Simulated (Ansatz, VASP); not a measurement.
**Ni: VASP beside Ansatz**

INCAR

```
SYSTEM = Ni
PREC = Accurate ; ENCUT = 520
EDIFF = 1E-7 ; ISMEAR = -1
SIGMA = 0.05 ; LREAL = .FALSE.
LASPH = .TRUE. ; NELM = 150
ALGO = Normal ; ISIF = 2
LWAVE = .FALSE. ; LCHARG = .FALSE.
ISPIN = 2 ; MAGMOM = 1
LORBIT = 11 ; LMAXMIX = 4
GGA = PE ; NBANDS = 15
```

Contents of KPOINTS:

```
Automatic mesh
0
G
  19 19 19
  0 0 0
```

Contents of POSCAR:

```
Ni
1.0
   -1.2998711868      1.2998711868      1.2998711868
    1.2998711868     -1.2998711868      1.2998711868
    1.2998711868      1.2998711868     -1.2998711868
Ni
1
Direct
    0.0000000000      0.0000000000      0.0000000000
```

Input for Ansatz:

```yaml
crystal:
  lattice:
    - [-1.2998711868, 1.2998711868, 1.2998711868]
    - [1.2998711868, -1.2998711868, 1.2998711868]
    - [1.2998711868, 1.2998711868, -1.2998711868]
  atoms:
    - { symbol: Ni, position: [0.0, 0.0, 0.0], spin: 1.0 }
magnetization:
  spin_polarized: true
kpoints:
  mp_grid: { grid: [19, 19, 19] }
scf:
  occupations: { method: fermi_dirac, width: 0.05 }
hamiltonian:
  xc: pbe
  pseudopotentials: { kind: paw }
output:
  forces: true
  stress: true
  eigenvalues: true
  populations: true
```

Change from the starting cell: volume scaled by 0.8, PAW files.

Alike in both runs: task single point; functional PBE; k mesh 19 × 19 × 19; occupations fermi-dirac, width 0.05 eV; collinear spin.

```csv
,VASP,Ansatz
version,VASP 6.6.1,Ansatz 0.2.0
potentials or method,"VASP PAW PBE potentials, release 64 (Ni)","PAW with Ansatz's default frozen-core files, scalar-relativistic"
plane-wave cutoff (eV),520,420
valence electrons in the cell,10,18
```

Ansatz gave:

```
pressure (GPa)                                                : 72.3
net moment per atom (μB)                                      : 0.21
size of the moment on the site where the two differ most (μB) : 0.22
```

Estimate VASP's values.

pressure (GPa): 71.4; net moment per atom (μB): 0.21; size of the moment on the site where the two differ most (μB): 0.21.

Site moments also hang on the region over which each program counts them. Both programs put the cell under a high pressure, so it lies far from rest at this level. The functional is the same, so the differences come from potentials, cutoffs and numerics. VASP's potentials hold 10 valence electrons a cell and Ansatz's 18, so a difference there can come from the potentials and not from the codes.

Noted on VASP's run: the cell as given lies far from equilibrium.
